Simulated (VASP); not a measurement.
Here is a VASP 6.6.1 calculation.

The input INCAR:

```
SYSTEM = Al2Cu
PREC = Accurate ; ENCUT = 520
EDIFF = 1E-7 ; ISMEAR = 0
SIGMA = 0.15 ; LREAL = .False.
LASPH = .True. ; NELM = 100
ALGO = Fast ; ISIF = 2
LWAVE = .False. ; LCHARG = .False.
GGA = PE ; NBANDS = 26
```

KPOINTS

```
Automatic mesh
0
Gamma
  10 10 10
  0 0 0
```

File POSCAR:

```
Al2Cu
1.0
   -2.8748500000      2.8748500000      2.5633500000
    2.8748500000     -2.8748500000      2.5633500000
    2.8748500000      2.8748500000     -2.5633500000
Al Cu
4 2
Direct
    0.1587211657      0.6587211657      0.8174423314
    0.6587211657      0.8412788343      0.5000000000
    0.8412788343      0.3412788343      0.1825576686
    0.3412788343      0.1587211657      0.5000000000
    0.7500000000      0.7500000000      0.0000000000
    0.2500000000      0.2500000000      0.0000000000
```

Potentials or basis: VASP PAW PBE potentials, release 64 (Al, Cu).

Command:

```bash
$ cat potpaw_PBE.64/Al/POTCAR potpaw_PBE.64/Cu/POTCAR > POTCAR
$ mpirun -np 1 vasp_std > vasp.out
```

Task: What does it give for the band gap on the k mesh?

Result: Zero (band 17 reaches 10.75 eV, above the bottom of band 18 at 7.16 eV).

Task: Estimate the pressure.

Result: 7.4 GPa.

Task: Predict the largest force.

Result: 0.352 eV/Å.

Stress tensor (GPa, compression positive):
```
10.95  0.00  0.00
 0.00 10.95  0.00
 0.00  0.00  0.23
```
